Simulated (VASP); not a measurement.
# TaN (P1) in VASP: single point with PBEsol

Aim: the single point of TaN with PBEsol.

All numbers are computed with VASP 6.6.1; they aren't measurements. Logs are shortened: lines on timing, memory, paths and dates and some standing lists are left out, and cuts for length are marked.

**1. The cell of the first run**

The typed cell holds 2 atoms: a = 2.938 Å, b = 2.938 Å, c = 2.883 Å, α = 90.00°, β = 90.00°, γ = 120.00°.

**2. Single point, PBEsol (all Ta atoms moved -0.150 Å, as atom 1 along Cartesian [1 1 1])**

Input file INCAR:

```
PREC = Accurate
ENCUT = 520
EDIFF = 1E-7
ISMEAR = 0
SIGMA = 0.15
LREAL = F
LASPH = T
NELM = 60
ALGO = Normal
ISIF = 2
LWAVE = F
LCHARG = T
GGA = PS
LELF = T
LVHAR = T
NBANDS = 15
```

Input file KPOINTS:

```
Automatic mesh
0
Gamma
  18 18 16
```

Input file POSCAR:

```
TaN
1.0
    2.9379988584      0.0000000000      0.0000000000
   -1.4689994292      2.5443816477      0.0000000000
    0.0000000000      0.0000000000      2.8830000000
Ta N
1 1
Direct
    0.2868382369      0.6326298937      0.4699609641
    0.0000000000      0.0000000000      0.0000000000
```

Potentials or basis: VASP PAW PBE potentials, release 64 (Ta_pv, N).

Command:

```bash
> cat potpaw_PBE.64/Ta_pv/POTCAR potpaw_PBE.64/N/POTCAR > POTCAR
> mpirun -np 1 vasp_std > vasp.out
```

OUTCAR:

```text
PREC = Accurate
   ENCUT = 520
   EDIFF = 1E-7
   ISMEAR = 0
   LREAL = F
   LASPH = T
   NELM = 60
   ISIF = 2
   GGA = PS

 ion  position               nearest neighbor table
   1  0.287  0.633  0.470-   2 2.11   2 2.15   2 2.22   2 2.26   2 2.26   2 2.37
   2  0.000  0.000  0.000-   1 2.11   1 2.15   1 2.22   1 2.26   1 2.26   1 2.37

  LATTYP: Found a hexagonal cell.
 ALAT       =     2.9379988584
 C/A-ratio  =     0.9812801635

  Lattice vectors:

 A1 = (   2.9379988584,   0.0000000000,   0.0000000000)
 A2 = (  -1.4689994292,   2.5443816477,   0.0000000000)
 A3 = (   0.0000000000,   0.0000000000,   2.8830000000)

Analysis of symmetry for initial positions (statically):
=====================================================================
 Subroutine PRICEL returns:
 Original cell was already a primitive cell.

 Routine SETGRP: Setting up the symmetry group for a
 hexagonal supercell.

 Subroutine GETGRP returns: Found  1 space group operations
 (whereof  1 operations were pure point group operations)
 out of a pool of 24 trial point group operations.

The static configuration has the point symmetry C_1 .

Analysis of symmetry for dynamics (positions and initial velocities):
=====================================================================
 Subroutine PRICEL returns:
 Original cell was already a primitive cell.

 Routine SETGRP: Setting up the symmetry group for a
 hexagonal supercell.

 Subroutine GETGRP returns: Found  1 space group operations
 (whereof  1 operations were pure point group operations)
 out of a pool of 24 trial point group operations.

The dynamic configuration has the point symmetry C_1 .

 Subroutine INISYM returns: Found  1 space group operations
 (whereof  1 operations are pure point group operations),
 and found     1 'primitive' translations

----------------------------------------------------------------------------------------

                                     Primitive cell

  volume of cell :      21.5516

  direct lattice vectors                    reciprocal lattice vectors
     2.937998858  0.000000000  0.000000000     0.340367729  0.196511400  0.000000000
    -1.468999429  2.544381648  0.000000000     0.000000000  0.393022800  0.000000000
     0.000000000  0.000000000  2.883000000     0.000000000  0.000000000  0.346860909

  length of vectors
     2.937998858  2.937998858  2.883000000     0.393022800  0.393022800  0.346860909

  position of ions in fractional coordinates (direct lattice)
     0.286838237  0.632629894  0.469960964
[... 89 lines left out ...]
   NELECT =      16.0000    total number of electrons
   NUPDOWN=      -1.0000    fix difference up-down
   EMIN   =  10.00;   EMAX   =-10.00  energy-range for DOS
   EFERMI =   0.00;   METHOD = LEGACY
   ISMEAR =     0;   SIGMA  =   0.15  broadening in eV -4-tet -1-fermi 0-gaus
   EFERMI_NEDOS =   21; number of points for ismear=-14 and -15
   IALGO  =     38    algorithm
   IMIX   =      4    mixing-type and parameters
     AMIX     =   0.40;   BMIX     =  1.00
     AMIX_MAG =   1.60;   BMIX_MAG =  1.00
  volume/ion in A,a.u.               =      10.78        72.72
  Fermi-wavevector in a.u.,A,eV,Ry     =   1.482366  2.801265 29.897546  2.197408
  Thomas-Fermi vector in A             =   2.596161
   LORBIT       =      0    0 simple, 1 ext, 2 COOP (PROOUT), +10 PAW based schemes
   GGA     = PS    functional components
   LHFCALC =     F    Hartree Fock is set to
   AEXX    =    0.0000 exact exchange contribution
   IVDW    =     0    specifies the selected vdW correction
   LEPSILON=     F    determine dielectric tensor
   LRPA    =     F    only Hartree local field effects (RPA)
 non-spin polarized calculation
 Gauss-broadening in eV      SIGMA  =   0.15
  energy-cutoff  :      520.00
  volume of cell :       21.55
 maximum number of plane-waves:       605
 NGX is ok and might be reduce to    24
   NGX = 11   NGY = 11   NGZ = 11

 number of electron      16.0000000 magnetization

 Free energy of the ion-electron system (eV)
  ---------------------------------------------------
  ext. energy  EPLUGINS =         0.00000000
  ---------------------------------------------------
  free energy    TOTEN  =       -23.65455623 eV

  energy without entropy =      -23.65351528  energy(sigma->0) =      -23.65403576

 E-fermi :   8.1215     XC(G=0): -13.4967

 val. band max:        8.1213927618   @ k =   0.0556   0.0000   0.3125
 cond. band min:       8.1227231575   @ k =   0.5000  -0.0556   0.5000
 fundamental gap:      0.0013303957
 Fermi energy:         8.1214786333

 k-point     1 :       0.0000    0.0000    0.0000
  band No.  band energies     occupation
      1     -26.6762      2.00000
      2     -26.4096      2.00000
      3     -26.4073      2.00000
      4      -9.6471      2.00000
      5       3.2214      2.00000
      6       3.5677      2.00000
      7       3.8064      2.00000
      8       5.4894      2.00000
      9      10.0018      0.00000
     10      11.0350      0.00000
     11      12.0969      0.00000
     12      12.1461      0.00000
     13      12.6344      0.00000
     14      20.9415      0.00000
[... 401 lines left out ...]
      2     -26.6403      2.00000
      3     -26.5301      2.00000
      4      -7.2354      2.00000
      5      -0.3620      2.00000
      6       2.6807      2.00000
      7       4.1341      2.00000
      8       5.4855      2.00000
      9      11.1748      0.00000
     10      11.7370      0.00000
     11      13.2180      0.00000
     12      13.7487      0.00000
     13      15.6320      0.00000
     14      19.9051      0.00000
     15      21.5057      0.00000

 [... further k-points ...]

------------------------ aborting loop because EDIFF is reached ----------------------------------------

  FORCE on cell =-STRESS in cart. coord.  units (eV):
  Direction    XX          YY          ZZ          XY          YZ          ZX
  --------------------------------------------------------------------------------------
  -------------------------------------------------------------------------------------
  Total       -0.3808169      0.0513403      0.1117707     -0.1207019      0.3659559      0.2925583
  in kB      -28.3105481      3.8167178      8.3092133     -8.9731778     27.2057587     21.7492568
  external PRESSURE =      -5.3948723 kB  Pullay stress =       0.0000000 kB

 VOLUME and BASIS-vectors are now :
 -----------------------------------------------------------------------------
  energy-cutoff  :      520.00
  volume of cell :       21.55
      direct lattice vectors                 reciprocal lattice vectors
     2.937998858  0.000000000  0.000000000     0.340367729  0.196511400  0.000000000
    -1.468999429  2.544381648  0.000000000     0.000000000  0.393022800  0.000000000
     0.000000000  0.000000000  2.883000000     0.000000000  0.000000000  0.346860909

 POSITION                                       TOTAL-FORCE (eV/Angst)
 -----------------------------------------------------------------------------------
     -0.08660      1.60965      1.35490         1.018557      1.137973      1.272522
      0.00000      0.00000      0.00000        -1.018557     -1.137973     -1.272522
 -----------------------------------------------------------------------------------
    total drift:                                0.000028      0.000007     -0.000013

  FREE ENERGIE OF THE ION-ELECTRON SYSTEM (eV)
  ---------------------------------------------------
  free  energy   TOTEN  =       -23.6545562320 eV

  energy  without entropy=      -23.6535152847  energy(sigma->0) =      -23.65403576
```

OSZICAR:

```text
N       E                     dE             d eps       ncg     rms          rms(c)
DAV:   1     0.896772816570E+02    0.89677E+02   -0.87570E+03 77943   0.113E+03
DAV:   2    -0.231903922463E+02   -0.11287E+03   -0.10623E+03 93987   0.305E+02
DAV:   3    -0.260124088765E+02   -0.28220E+01   -0.28081E+01 89220   0.450E+01
DAV:   4    -0.260240559138E+02   -0.11647E-01   -0.11644E-01100707   0.312E+00
DAV:   5    -0.260241264759E+02   -0.70562E-04   -0.70558E-04 90571   0.227E-01    0.242E+01
DAV:   6    -0.237623506167E+02    0.22618E+01   -0.35856E+00104683   0.227E+01    0.104E+01
DAV:   7    -0.236908737297E+02    0.71477E-01   -0.55284E-01 86014   0.592E+00    0.705E+00
DAV:   8    -0.236616630165E+02    0.29211E-01   -0.14998E-01 99566   0.324E+00    0.142E+00
DAV:   9    -0.236546875203E+02    0.69755E-02   -0.15046E-02 87323   0.102E+00    0.208E-01
DAV:  10    -0.236546243396E+02    0.63181E-04   -0.10569E-03 97739   0.381E-01    0.865E-02
DAV:  11    -0.236545559990E+02    0.68341E-04   -0.87083E-05 91866   0.104E-01    0.107E-02
DAV:  12    -0.236545564323E+02   -0.43326E-06   -0.10804E-05 83592   0.295E-02    0.408E-03
DAV:  13    -0.236545563177E+02    0.11456E-06   -0.30789E-08 70076   0.194E-03    0.231E-03
DAV:  14    -0.236545562320E+02    0.85777E-07   -0.13319E-08 42741   0.125E-03
   1 F= -.23654556E+02 E0= -.23654036E+02  d E =-.104095E-02
```

stdout:

```text
POSCAR found type information on POSCAR TaN
 POSCAR found :  2 types and       2 ions
 scaLAPACK will be used
 -----------------------------------------------------------------------------
|                                                                             |
|                                                                             |
|     You enforced a specific xc type in the INCAR file but a different       |
|     I HOPE YOU KNOW WHAT YOU ARE DOING!                                     |
|                                                                             |
 -----------------------------------------------------------------------------

 LDA part: xc-table for (Slater+PW92), standard interpolation
 POSCAR, INCAR and KPOINTS ok, starting setup
 FFT: planning ... GRIDC
 FFT: planning ... GRID_SOFT
 FFT: planning ... GRID
 WAVECAR not read
 entering main loop
```

It took 4.1 min on 1 thread of Intel Xeon 6975P-C (Granite Rapids), shared host; peak memory 0.89 GiB.

What came out:

```yaml
Free_energy: -23.6546 eV
Pressure: -0.5 GPa
Largest_force: 1.988 eV/Å
Band_gap_on_the_k_mesh: zero (bands 8 and 9 overlap by 0.19 eV)
```

Forces in eV/Å, atoms in the order of the input:
```
Ta   1.019  1.138  1.273
N   -1.019 -1.138 -1.273
```

Stress tensor (GPa, compression positive):
```
-2.83 -0.90  2.17
-0.90  0.38  2.72
 2.17  2.72  0.83
```

Caveat: the cell differs from its parent crystal (all Ta atoms moved -0.150 Å, as atom 1 along Cartesian [1 1 1]); the PAW data sets were made with another functional, which shifts forces and pressure a little; spin-orbit coupling is left out, which moves the levels of the heavy elements.
